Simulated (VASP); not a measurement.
Set up this calculation in VASP 6.6.1, as the native input.

```
Task                   : single point
Functional             : LDA
Potentials or basis    : VASP PAW LDA potentials, release 64 (Pt, Te)
Cutoff                 : 520 eV
k mesh                 : 11 × 11 × 11
Occupations            : fermi-dirac, width 0.05 eV
Spin                   : no spin polarisation
Dipole correction      : no
Further INCAR settings : ALGO = Normal; EDIFF = 1e-06; NBANDS = 15
```

The structure of TePt (zincblende type) lies in POSCAR:

```
TePt
1.0
    0.0000000000      2.9528166949      2.9528166949
    2.9528166949      0.0000000000      2.9528166949
    2.9528166949      2.9528166949      0.0000000000
Pt Te
1 1
Direct
    0.0000000000      0.0000000000      0.0000000000
    0.2500000000      0.2500000000      0.2500000000
```

These files were run (other wordings do the same):

INCAR

```
  PREC = Accurate
  ENCUT = 520
  EDIFF = 1E-6
  ISMEAR = -1
  SIGMA = 0.05
  LREAL = False
  LASPH = True
  NELM = 100
  ALGO = Normal
  ISIF = 2
  LWAVE = False
  LCHARG = False
  GGA = CA
  NBANDS = 15
```

KPOINTS

```
regular mesh
0
Gamma
  11 11 11
```

Potentials or basis: VASP PAW LDA potentials, release 64 (Pt, Te).

Command:

```sh
$ cat potpaw_LDA.64/Pt/POTCAR potpaw_LDA.64/Te/POTCAR > POTCAR
$ mpirun -np 1 vasp_std > vasp.out
```

Results of the run:

- Pressure: 0.1 GPa
- Band gap on the k mesh: zero (band 8 reaches 9.56 eV, above the bottom of band 9 at 5.41 eV)

Caveat: spin-orbit coupling is left out, which moves the levels of the heavy elements.

It took 40 s on 1 thread of AMD EPYC 9R45 (Zen 5), with other jobs on the host, peak memory 0.15 GiB.
